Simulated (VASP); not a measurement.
# Cr: single point with PBE

The system is Cr.

```xyz
2
Lattice="2.7140 0.0000 0.0000 -1.3570 2.3504 0.0000 0.0000 0.0000 4.4100" Properties=species:S:1:pos:R:3 pbc="T T T"
Cr    1.3570    0.7835    3.3075
Cr    0.0000    1.5669    1.1025
```

This isn't the form of Cr at room conditions, which is bcc.

| Quantity | Value |
| --- | --- |
| Program | VASP 6.6.1 |
| Task | single point |
| Functional | PBE |
| Potentials or basis | VASP PAW PBE potentials, release 64 (Cr_pv) |
| Cutoff | 520 eV |
| k mesh | 11 × 11 × 6 |
| Occupations | fermi-dirac, width 0.025 eV |
| Spin | collinear spin, ferromagnetic start |
| Starting moments | [3.0, 3.0] μB |

The pressure is -25.6 GPa, the net moment is 1.76 μB per cell and the site moments are Cr +0.82 μB. The valence electrons inside the program's atomic spheres are Cr 10.72.

Stress tensor (GPa, compression positive):
```
-26.97   0.00   0.00
  0.00 -26.97   0.00
  0.00   0.00 -22.94
```

Levels at points of the mesh, in eV from the Fermi level:
Spin up:
| k point | band 11 | band 12 | band 13 | band 14 | band 15 | band 16 |
| --- | --- | --- | --- | --- | --- | --- |
| (0.00, 0.00, 0.00) | -0.63 | -0.31 | -0.31 | 0.14 | 0.14 | 0.40 |
| (0.00, 0.00, 0.50) | -0.74 | -0.74 | -0.74 | -0.74 | 1.03 | 1.03 |
Spin down:
```csv
k point,band 8,band 9,band 10,band 11,band 12,band 13,band 14,band 15
"(0.00, 0.00, 0.00)",-3.10,-0.02,0.07,0.07,0.46,0.46,0.66,0.95
"(0.00, 0.00, 0.50)",-4.86,-0.58,-0.58,0.02,0.02,0.02,0.02,1.86
```

Run time: 2.5 min on 1 thread of Intel Xeon 8259CL, with other jobs on the host, peak memory 0.19 GiB.

Caveat: the cell stands under tension; an empty level that is flat over the whole mesh can mark a ghost state of the potentials, or a narrow d or f band.
